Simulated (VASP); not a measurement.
# MgO in VASP: notebook, part 2 of 2

VASP 6.6.1. Earlier steps stand in the parts before.

### Step 3. Single point, r2SCAN (uniaxial z strain +0.9%)

Input file POSCAR:

```
MgO
1.0
    0.0000000000      2.1021674168      2.1202460566
    2.1021674168      0.0000000000      2.1202460566
    2.1021674168      2.1021674168      0.0000000000
Mg O
1 1
Direct
    0.0000000000      0.0000000000      0.0000000000
    0.5000000000      0.5000000000      0.5000000000
```

Input file INCAR.step1:

```
ALGO = Normal
EDIFF = 1E-5
ENCUT = 660
GGA = PE
GGA_COMPAT = False
ISMEAR = 0
LASPH = True
LCHARG = False
LREAL = False
LWAVE = True
NBANDS = 15
NELM = 120
PREC = Accurate
SIGMA = 0.01
```

Input file INCAR.step2:

```
ALGO = Normal
EDIFF = 1E-6
ENCUT = 660
GGA_COMPAT = False
ISIF = 2
ISMEAR = 0
ISTART = 1
LASPH = True
LCHARG = True
LELF = True
LMIXTAU = True
LREAL = False
LVHAR = True
LWAVE = False
METAGGA = R2SCAN
NBANDS = 15
NELM = 120
PREC = Accurate
SIGMA = 0.01
```

Input file KPOINTS:

```
k-points
0
Gamma
  10 10 10
```

Potentials or basis: VASP PAW PBE potentials, release 64 (Mg_sv, O).

Started as:

```sh
cat potpaw_PBE.64/Mg_sv/POTCAR potpaw_PBE.64/O/POTCAR > POTCAR
cp INCAR.step1 INCAR
mpirun -np 1 vasp_std > vasp.out
cp INCAR.step2 INCAR
mpirun -np 1 vasp_std > vasp.out
```

OUTCAR:

```text
EDIFF = 1E-6
   ENCUT = 660
   ISIF = 2
   ISMEAR = 0
   ISTART = 1
   LASPH = True
   LREAL = False
   METAGGA = R2SCAN
   NELM = 120
   PREC = Accurate

 ion  position               nearest neighbor table
   1  0.000  0.000  0.000-   2 2.10   2 2.10   2 2.10   2 2.10   2 2.12   2 2.12
   2  0.500  0.500  0.500-   1 2.10   1 2.10   1 2.10   1 2.10   1 2.12   1 2.12

  LATTYP: Found a body centered tetragonal cell.
 ALAT       =     2.9729136712
 C/A-ratio  =     1.4263757990

  Lattice vectors:

 A1 = (  -2.1021674168,   0.0000000000,   2.1202460566)
 A2 = (   2.1021674168,   0.0000000000,   2.1202460566)
 A3 = (   0.0000000000,   2.1021674168,  -2.1202460566)

Analysis of symmetry for initial positions (statically):
=====================================================================
 Subroutine PRICEL returns:
 Original cell was already a primitive cell.

 Routine SETGRP: Setting up the symmetry group for a
 body centered tetragonal supercell.

 Subroutine GETGRP returns: Found 16 space group operations
 (whereof 16 operations were pure point group operations)
 out of a pool of 16 trial point group operations.

The static configuration has the point symmetry D_4h.

[... 169 lines left out ...]
  band No.  band energies     occupation
      1     -72.4939      2.00000
      2     -37.5904      2.00000
      3     -37.5852      2.00000
      4     -37.5852      2.00000
      5     -15.6839      2.00000
      6       2.4821      2.00000
      7       2.4821      2.00000
      8       2.5002      2.00000
      9       8.1132      0.00000
     10      19.2699      0.00000
     11      19.3611      0.00000
     12      19.3611      0.00000
     13      23.4300      0.00000
     14      25.1108      0.00000
[... 401 lines left out ...]
      2     -37.6477      2.00000
      3     -37.6083      2.00000
      4     -37.6055      2.00000
      5     -14.4975      2.00000
      6      -1.0659      2.00000
      7       1.1943      2.00000
      8       1.4124      2.00000
      9      13.1056      0.00000
     10      13.6809      0.00000
     11      17.2262      0.00000
     12      22.0585      0.00000
     13      22.2597      0.00000
     14      28.8645      0.00000
     15      30.8885      0.00000

 [... further k-points ...]
[... 5 lines left out ...]
  --------------------------------------------------------------------------------------
  -------------------------------------------------------------------------------------
  Total       -0.1098666     -0.1098666     -0.3074290      0.0000000      0.0000000      0.0000000
  in kB       -9.3934538     -9.3934538    -26.2847957      0.0000000      0.0000000      0.0000000
  external PRESSURE =     -15.0239011 kB  Pullay stress =       0.0000000 kB

 VOLUME and BASIS-vectors are now :
 -----------------------------------------------------------------------------
  energy-cutoff  :      660.00
  volume of cell :       18.74
      direct lattice vectors                 reciprocal lattice vectors
     0.000000000  2.102167417  2.120246057    -0.237849753  0.237849753  0.235821686
     2.102167417  0.000000000  2.120246057     0.237849753 -0.237849753  0.235821686
     2.102167417  2.102167417  0.000000000     0.237849753  0.237849753 -0.235821686

 POSITION                                       TOTAL-FORCE (eV/Angst)
 -----------------------------------------------------------------------------------
      0.00000      0.00000      0.00000        -0.000000     -0.000000     -0.000000
      2.10217      2.10217      2.12025         0.000000      0.000000      0.000000
 -----------------------------------------------------------------------------------
    total drift:                                0.000000      0.000000      0.000000

  FREE ENERGIE OF THE ION-ELECTRON SYSTEM (eV)
  ---------------------------------------------------
  free  energy   TOTEN  =       -16.1729434371 eV

  energy  without entropy=      -16.1729434371  energy(sigma->0) =      -16.17294344
```

OSZICAR.step1:

```text
N       E                     dE             d eps       ncg     rms          rms(c)
DAV:   1     0.145836651344E+03    0.14584E+03   -0.11832E+04  3068   0.150E+03
DAV:   2    -0.859545894955E+01   -0.15443E+03   -0.14618E+03  3606   0.402E+02
DAV:   3    -0.134189921314E+02   -0.48235E+01   -0.48022E+01  3996   0.712E+01
DAV:   4    -0.134842327990E+02   -0.65241E-01   -0.65236E-01  3466   0.817E+00
DAV:   5    -0.134853371224E+02   -0.11043E-02   -0.11043E-02  3958   0.913E-01    0.856E+00
DAV:   6    -0.119079759072E+02    0.15774E+01   -0.25819E+00  3284   0.148E+01    0.280E+00
DAV:   7    -0.118972026516E+02    0.10773E-01   -0.13610E-01  3683   0.331E+00    0.171E+00
DAV:   8    -0.118883611097E+02    0.88415E-02   -0.37768E-02  3669   0.216E+00    0.343E-01
DAV:   9    -0.118871456812E+02    0.12154E-02   -0.36157E-03  3515   0.550E-01    0.968E-02
DAV:  10    -0.118873460522E+02   -0.20037E-03   -0.27580E-04  3697   0.168E-01    0.506E-02
DAV:  11    -0.118873327983E+02    0.13254E-04   -0.27011E-05  3844   0.493E-02    0.684E-03
DAV:  12    -0.118873329075E+02   -0.10924E-06   -0.57369E-07  1817   0.982E-03
   1 F= -.11887333E+02 E0= -.11887333E+02  d E =0.000000E+00
```

Wall time 2.2 min (1 thread of Intel Xeon Platinum 8375C at 2.90GHz (Ice Lake), shared host); peak memory 0.18 GiB.

What came out:

* Free energy: -16.1729 eV
* Pressure: -1.5 GPa
* Band gap on the k mesh: 5.61 eV, direct

Caveat: the cell differs from its parent crystal (uniaxial z strain +0.9%); the PAW data sets were made with another functional, which shifts forces and pressure a little.

### Step 4. Single point, r2SCAN (strain along [111] +3.6%)

Input file POSCAR:

```
MgO
1.0
    0.0507323070      2.1528997238      2.1528997238
    2.1528997238      0.0507323070      2.1528997238
    2.1528997238      2.1528997238      0.0507323070
Mg O
1 1
Direct
    0.0000000000      0.0000000000      0.0000000000
    0.5000000000      0.5000000000      0.5000000000
```

Input file INCAR.step1:

```
ALGO     = Normal         # electronic algorithm
EDIFF    = 1E-5           # SCF threshold, eV
ENCUT    = 660            # plane-wave cutoff, eV
GGA      = PE             # functional
GGA_COMPAT= False        
ISMEAR   = 0              # smearing method
LASPH    = True           # aspherical terms in the spheres
LCHARG   = False          # write CHGCAR
LREAL    = False          # projectors in reciprocal space
LWAVE    = True           # write WAVECAR
NBANDS   = 15             # bands
NELM     = 120            # most SCF steps
PREC     = Accurate       # precision mode
SIGMA    = 0.01           # smearing width, eV
```

Input file INCAR.step2:

```
ALGO     = Normal         # electronic algorithm
EDIFF    = 1E-6           # SCF threshold, eV
ENCUT    = 660            # plane-wave cutoff, eV
GGA_COMPAT= False        
ISIF     = 2              # what is computed and relaxed
ISMEAR   = 0              # smearing method
ISTART   = 1            
LASPH    = True           # aspherical terms in the spheres
LCHARG   = False          # write CHGCAR
LMIXTAU  = True         
LREAL    = False          # projectors in reciprocal space
LWAVE    = False          # write WAVECAR
METAGGA  = R2SCAN         # meta-GGA
NBANDS   = 15             # bands
NELM     = 120            # most SCF steps
PREC     = Accurate       # precision mode
SIGMA    = 0.01           # smearing width, eV
```

KPOINTS is that of step 3.

Started as:

```sh
cat potpaw_PBE.64/Mg_sv/POTCAR potpaw_PBE.64/O/POTCAR > POTCAR
cp INCAR.step1 INCAR
mpirun -np 1 vasp_std > vasp.out
cp INCAR.step2 INCAR
mpirun -np 1 vasp_std > vasp.out
```

Wall time 2.5 min (1 thread of Intel Xeon Platinum 8488C (Sapphire Rapids), shared host); peak memory 0.19 GiB.

Results (log left out):

- Free energy: -16.1497 eV
- Pressure: -5.7 GPa
- Band gap on the k mesh: 5.24 eV, direct

Stress tensor (GPa, compression positive):
```
-5.71 -3.85 -3.85
-3.85 -5.71 -3.85
-3.85 -3.85 -5.71
```

Levels at points of the mesh, in eV from the valence-band top:
| k point | band 6 | band 7 | band 8 | band 9 | band 10 | band 11 |
| --- | --- | --- | --- | --- | --- | --- |
| (0.00, 0.00, 0.00) | -0.28 | 0.00 | 0.00 | 5.24 | 15.94 | 16.93 |
| (0.50, 0.00, 0.00) | -4.51 | -0.88 | -0.69 | 8.44 | 13.52 | 16.73 |
| (0.50, 0.50, 0.00) | -4.05 | -1.55 | -1.27 | 9.81 | 10.84 | 13.86 |
| (0.50, 0.50, 0.50) | -4.68 | -0.58 | -0.58 | 8.78 | 12.99 | 17.62 |

Caveat: the cell differs from its parent crystal (strain along [111] +3.6%); the PAW data sets were made with another functional, which shifts forces and pressure a little.

### Step 5. Single point, r2SCAN (uniaxial x strain +2.7%)

Input file POSCAR:

```
MgO
1.0
    0.0000000000      2.1021674168      2.1021674168
    2.1580850701      0.0000000000      2.1021674168
    2.1580850701      2.1021674168      0.0000000000
Mg O
1 1
Direct
    0.0000000000      0.0000000000      0.0000000000
    0.5000000000      0.5000000000      0.5000000000
```

Input file INCAR.step1:

```
SYSTEM = MgO
PREC = Accurate
ENCUT = 660
ISMEAR = 0
SIGMA = 0.01
LREAL = .False.
LASPH = .True.
NELM = 120
NBANDS = 15
GGA = PE
ALGO = Normal
EDIFF = 1E-5
LWAVE = .True.
LCHARG = .False.
GGA_COMPAT = .False.
```

Input file INCAR.step2:

```
SYSTEM = MgO
PREC = Accurate
ENCUT = 660
EDIFF = 1E-6
ISMEAR = 0
SIGMA = 0.01
LREAL = .False.
LASPH = .True.
NELM = 120
ALGO = Normal
ISIF = 2
LWAVE = .False.
LCHARG = .False.
METAGGA = R2SCAN
LMIXTAU = .True.
NBANDS = 15
ISTART = 1
GGA_COMPAT = .False.
```

Input file KPOINTS:

```
regular mesh
0
Gamma
  10 10 10
  0 0 0
```

Potentials or basis: VASP PAW PBE potentials, release 64 (Mg_sv, O).

Started as:

```sh
cat potpaw_PBE.64/Mg_sv/POTCAR potpaw_PBE.64/O/POTCAR > POTCAR
cp INCAR.step1 INCAR
mpirun -np 1 vasp_std > vasp.out
cp INCAR.step2 INCAR
mpirun -np 1 vasp_std > vasp.out
```

OUTCAR:

```text
SYSTEM = MgO
   PREC = Accurate
   ENCUT = 660
   EDIFF = 1E-6
   ISMEAR = 0
   LREAL = .False.
   LASPH = .True.
   NELM = 120
   ISIF = 2
   METAGGA = R2SCAN
   ISTART = 1

 ion  position               nearest neighbor table
   1  0.000  0.000  0.000-   2 2.10   2 2.10   2 2.10   2 2.10
   2  0.500  0.500  0.500-   1 2.10   1 2.10   1 2.10   1 2.10

  LATTYP: Found a body centered tetragonal cell.
 ALAT       =     2.9729136712
 C/A-ratio  =     1.4518316431

  Lattice vectors:

 A1 = (   2.1580850701,   0.0000000000,   2.1021674168)
 A2 = (   2.1580850701,   0.0000000000,  -2.1021674168)
[... 610 lines left out ...]
     11      17.1210      0.00000
     12      21.4301      0.00000
     13      21.8751      0.00000
     14      28.3127      0.00000
     15      30.6503      0.00000

 [... further k-points ...]
[... 5 lines left out ...]
  --------------------------------------------------------------------------------------
  -------------------------------------------------------------------------------------
  Total       -0.8581885     -0.3005741     -0.3005741      0.0000000      0.0000000      0.0000000
  in kB      -72.0875241    -25.2481196    -25.2481196      0.0000000      0.0000000      0.0000000
  external PRESSURE =     -40.8612544 kB  Pullay stress =       0.0000000 kB

 VOLUME and BASIS-vectors are now :
 -----------------------------------------------------------------------------
  energy-cutoff  :      660.00
  volume of cell :       19.07
      direct lattice vectors                 reciprocal lattice vectors
     0.000000000  2.102167417  2.102167417    -0.231686882  0.237849753  0.237849753
     2.158085070  0.000000000  2.102167417     0.231686882 -0.237849753  0.237849753
     2.158085070  2.102167417  0.000000000     0.231686882  0.237849753 -0.237849753

 POSITION                                       TOTAL-FORCE (eV/Angst)
 -----------------------------------------------------------------------------------
      0.00000      0.00000      0.00000         0.000000      0.000000     -0.000000
      2.15809      2.10217      2.10217         0.000000     -0.000000      0.000000
 -----------------------------------------------------------------------------------
    total drift:                                0.000000      0.000000      0.000000

  FREE ENERGIE OF THE ION-ELECTRON SYSTEM (eV)
  ---------------------------------------------------
  free  energy   TOTEN  =       -16.1650265904 eV

  energy  without entropy=      -16.1650265904  energy(sigma->0) =      -16.16502659
```

OUTCAR.step1:

```text
SYSTEM = MgO
   PREC = Accurate
   ENCUT = 660
   ISMEAR = 0
   LREAL = .False.
   LASPH = .True.
[... 655 lines left out ...]
      0.00000      0.00000      0.00000        -0.000000      0.000000      0.000000
      2.15809      2.10217      2.10217         0.000000     -0.000000     -0.000000
 -----------------------------------------------------------------------------------
    total drift:                                0.000000      0.000000      0.000000

  FREE ENERGIE OF THE ION-ELECTRON SYSTEM (eV)
  ---------------------------------------------------
  free  energy   TOTEN  =       -11.8898333017 eV

  energy  without entropy=      -11.8898333017  energy(sigma->0) =      -11.88983330
```

OSZICAR.step1:

```text
N       E                     dE             d eps       ncg     rms          rms(c)
DAV:   1     0.139065372225E+03    0.13907E+03   -0.11806E+04  3060   0.149E+03
DAV:   2    -0.866109509576E+01   -0.14773E+03   -0.14058E+03  3711   0.393E+02
DAV:   3    -0.134183033702E+02   -0.47572E+01   -0.47392E+01  3982   0.698E+01
DAV:   4    -0.134858899601E+02   -0.67587E-01   -0.67580E-01  3495   0.795E+00
DAV:   5    -0.134870400086E+02   -0.11500E-02   -0.11500E-02  3974   0.870E-01    0.857E+00
DAV:   6    -0.119114134334E+02    0.15756E+01   -0.26167E+00  3284   0.147E+01    0.283E+00
DAV:   7    -0.118999247599E+02    0.11489E-01   -0.13481E-01  3648   0.329E+00    0.172E+00
DAV:   8    -0.118908569157E+02    0.90678E-02   -0.38662E-02  3690   0.218E+00    0.345E-01
DAV:   9    -0.118896394724E+02    0.12174E-02   -0.36645E-03  3571   0.551E-01    0.972E-02
DAV:  10    -0.118898468871E+02   -0.20741E-03   -0.27844E-04  3676   0.171E-01    0.518E-02
DAV:  11    -0.118898331708E+02    0.13716E-04   -0.27873E-05  3893   0.512E-02    0.656E-03
DAV:  12    -0.118898333017E+02   -0.13084E-06   -0.56882E-07  1754   0.101E-02
   1 F= -.11889833E+02 E0= -.11889833E+02  d E =0.000000E+00
```

Wall time 82 s (1 thread of Intel Xeon 6975P-C (Granite Rapids), shared host); peak memory 0.18 GiB.

What came out:

```yaml
Free_energy: -16.1650 eV
Pressure: -4.1 GPa
Band_gap_on_the_k_mesh: 5.41 eV, direct
```

Stress tensor (GPa, compression positive):
```
-7.21  0.00  0.00
 0.00 -2.52  0.00
 0.00  0.00 -2.52
```

Levels at points of the mesh, in eV from the valence-band top:
| k point | band 4 | band 5 | band 6 | band 7 | band 8 | band 9 | band 10 | band 11 | band 12 | band 13 |
| --- | --- | --- | --- | --- | --- | --- | --- | --- | --- | --- |
| (0.00, 0.00, 0.00) | -40.17 | -18.12 | -0.05 | -0.05 | 0.00 | 5.41 | 16.52 | 16.80 | 16.80 | 20.76 |
| (0.50, 0.00, 0.00) | -40.18 | -16.90 | -4.54 | -0.72 | -0.66 | 8.65 | 13.56 | 16.97 | 17.56 | 22.16 |
| (0.50, 0.50, 0.00) | -40.20 | -16.67 | -4.00 | -1.49 | -1.33 | 9.89 | 10.90 | 14.16 | 19.73 | 20.26 |
| (0.00, 0.50, 0.50) | -40.19 | -16.74 | -4.08 | -1.30 | -1.30 | 10.16 | 10.95 | 13.81 | 20.30 | 20.30 |

Caveat: the cell differs from its parent crystal (uniaxial x strain +2.7%); the PAW data sets were made with another functional, which shifts forces and pressure a little.

### Step 6. Overview

```csv
potentials or basis,cell,cutoff (eV),second run,gap on the mesh (eV),pressure (GPa)
"VASP PAW PBE potentials, release 64 (Mg, O)","a = 3.045 Å, angles 58.4°, 2 atoms",520,-,5.19,-6.6
"VASP PAW PBE potentials, release 64 (Mg_sv, O)","a = 2.986, b = 2.986, c = 2.973 Å, angles 60.1, 60.1, 59.7°, 2 atoms",660,valence_matched,5.61,-1.5
"VASP PAW PBE potentials, release 64 (Mg_sv, O)","a = 3.045 Å, angles 58.4°, 2 atoms",660,valence_matched,5.24,-5.7
"VASP PAW PBE potentials, release 64 (Mg_sv, O)","a = 2.973, b = 3.013, c = 3.013 Å, angles 59.1, 60.4, 60.4°, 2 atoms",660,valence_matched,5.41,-4.1
```

Alike in all rows: task single point; level r2SCAN; no spin polarisation; k mesh 10 × 10 × 10; smearing gaussian 0.01 eV.

Caveats: the PAW data sets were made with another functional, which shifts forces and pressure a little.

Absolute energies hang on the potentials; compare differences alone.
